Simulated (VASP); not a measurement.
Crystal: LiBr.

```
Li Br
1.0
     0.00000    2.73955    2.73955
     2.73955    0.00000    2.73955
     2.73955    2.73955    0.00000
Li Br
1 1
Direct
  0.00000 0.00000 0.00000
  0.50000 0.50000 0.50000
```

Base run:

| Item | Value |
| --- | --- |
| Program | VASP 6.6.1 |
| Functional | PBE |
| Potentials or basis | VASP PAW PBE potentials, release 64 (Li_sv, Br) |
| Cutoff | 750 eV |
| k mesh | 6 × 6 × 6 |
| Occupations | gaussian, width 0.01 eV |
| Spin | no spin polarisation |

Its results: band gap on the k mesh 4.99 eV; pressure 0.4 GPa.

Task: After a change of settings the same cell gave: band gap on the k mesh 6.21 eV; pressure -0.2 GPa. Which change was it?
A. functional from PBE to r2SCAN; cutoff from 750 eV to 830 eV
B. k mesh from 6 × 6 × 6 to 8 × 8 × 8
C. functional from PBE to PBE0; cutoff from 750 eV to 650 eV
D. functional from PBE to HSE06; cutoff from 750 eV to 650 eV

Result: D.

Caveats: the PAW data sets were made with another functional, which shifts forces and pressure a little (at least some runs).
